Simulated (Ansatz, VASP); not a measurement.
Two plane-wave programs on Ta2Ru

```
CELL_PARAMETERS angstrom
5.93147 0.00000 0.00000
-2.96574 5.13681 0.00000
0.00000 0.00000 3.78435
ATOMIC_POSITIONS crystal
Ta 0.66120 0.00000 0.50000
Ta 0.00000 0.66120 0.50000
Ta 0.33880 0.33880 0.50000
Ta 0.00000 0.00000 0.50000
Ru 0.33333 0.66667 0.50000
Ru 0.66667 0.33333 0.50000
```

Alike in both runs: task single point; functional PBE; k mesh 3 × 3 × 4; occupations gaussian, width 0.1 eV; no spin polarisation.

|  | VASP | Ansatz |
| --- | --- | --- |
| version | VASP 6.6.1 | Ansatz 0.2.0 |
| potentials or method | VASP PAW PBE potentials, release 64 (Ta_sv_GW, Ru_sv), cutoff 560 eV | scalar-relativistic, plane waves, PAW |
| valence electrons in the cell | 84 | 84 |

|  | VASP | Ansatz | Ansatz less VASP |
| --- | --- | --- | --- |
| gap on the k mesh at the Fermi level (eV) | none | none | - |
| rms of the force components (eV/Å) | 0.203 | 0.367 | +0.1639 |

Atom by atom the forces differ by 0.164 eV/Å (rms over components). A gap of «none» marks a metal or a gap that the smearing closes. One of these differences is far larger than is usual between the two programs; its cause wasn't traced. The functional is the same, so the differences come from potentials, cutoffs and numerics.

The k mesh is coarse, so the values compare programs but aren't converged. Neither program's run includes spin-orbit coupling.
